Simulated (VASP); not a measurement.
## GaSb: single point with PBE

The system is GaSb.

```xyz
2
Lattice="-1.5466 2.4990 2.7766 1.5466 -2.4990 2.7766 1.5466 2.4990 -2.7766" Properties=species:S:1:pos:R:3 pbc="T T T"
Ga    0.0000    0.0000    0.0000
Sb    0.0000    0.0000    2.7766
```

```json
{"Program": "VASP 6.6.1", "Task": "single point", "Functional": "PBE", "Potentials or basis": "VASP PAW PBE potentials, release 64 (Ga_d, Sb)", "Cutoff": "520 eV", "k mesh": "18 × 18 × 18", "Occupations": "gaussian, width 0.15 eV", "Spin": "no spin polarisation"}
```

| Property | Result |
| --- | --- |
| Pressure | 7.8 GPa |
| Band gap on the k mesh | zero (bands 9 and 10 overlap by 6.20 eV) |

Stress tensor (GPa, compression positive):
```
7.86 0.00 0.00
0.00 7.84 0.00
0.00 0.00 7.72
```

Levels at points of the mesh, in eV from the Fermi level:
| k point | band 5 | band 6 | band 7 | band 8 | band 9 | band 10 | band 11 | band 12 | band 13 | band 14 |
| --- | --- | --- | --- | --- | --- | --- | --- | --- | --- | --- |
| (0.00, 0.00, 0.00) | -14.94 | -12.86 | -2.36 | -2.36 | -1.69 | 3.34 | 5.22 | 6.65 | 8.08 | 8.49 |
| (0.50, 0.00, 0.00) | -14.94 | -11.07 | -8.76 | -0.07 | 1.49 | 2.98 | 3.35 | 4.55 | 6.60 | 8.50 |
| (0.00, 0.50, 0.00) | -14.93 | -8.57 | -6.82 | -1.84 | -0.51 | -0.39 | 0.77 | 3.16 | 3.72 | 9.58 |
| (0.50, 0.50, 0.00) | -14.93 | -8.44 | -5.79 | -3.03 | -2.52 | -2.23 | 2.95 | 4.57 | 7.67 | 8.08 |
| (0.50, 0.50, 0.50) | -14.93 | -9.67 | -6.00 | -5.86 | -5.38 | 2.54 | 6.46 | 11.03 | 11.16 | 11.87 |

Run time: 6.4 min on 1 thread of Intel(R) Xeon(R) Platinum 8488C (Sapphire Rapids) (shared host), peak memory 0.68 GiB.

Caveat: the cell stands under pressure; spin-orbit coupling is left out, which moves the levels of the heavy elements.
